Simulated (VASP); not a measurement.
Set up this calculation in VASP 6.6.1, as the native input.

| Quantity | Value |
| --- | --- |
| Task | single point |
| Functional | PBEsol |
| Potentials or basis | VASP PAW PBE potentials, release 64 (Pt) |
| Cutoff | 520 eV |
| k mesh | 12 × 12 × 12 |
| Occupations | fermi-dirac, width 0.05 eV |
| Spin | no spin polarisation |
| Dipole correction | no |
| Further INCAR settings | ALGO = Fast; EDIFF = 1e-07; NBANDS = 11 |

The structure of Pt lies in POSCAR:

```
Pt
1.0
    0.0000000000      1.9595007739      1.9595007739
    1.9595007739      0.0000000000      1.9595007739
    1.9595007739      1.9595007739      0.0000000000
Pt
1
Direct
    0.0000000000      0.0000000000      0.0000000000
```

One way to write it, as run:

INCAR

```
PREC = Accurate ; ENCUT = 520
EDIFF = 1E-7 ; ISMEAR = -1
SIGMA = 0.05 ; LREAL = False
LASPH = True ; NELM = 100
ALGO = Fast ; ISIF = 2
LWAVE = False ; LCHARG = False
GGA = PS ; NBANDS = 11
```

KPOINTS

```
regular mesh
0
Gamma
  12 12 12
```

Potentials or basis: VASP PAW PBE potentials, release 64 (Pt).

Launch:

```sh
$ cat potpaw_PBE.64/Pt/POTCAR > POTCAR
$ mpirun -np 1 vasp_std > vasp.out
```

Results of the run:

```
Pressure               : -0.4 GPa
Band gap on the k mesh : zero (band 5 reaches 11.65 eV, above the bottom of band 6 at 9.41 eV)
```

Caveat: the PAW data sets were made with another functional, which shifts forces and pressure a little; spin-orbit coupling is left out, which moves the levels of the heavy elements.

It took 8.3 s on 1 thread of Intel(R) Xeon(R) Platinum 8488C (Sapphire Rapids) (shared host), peak memory 0.14 GiB.
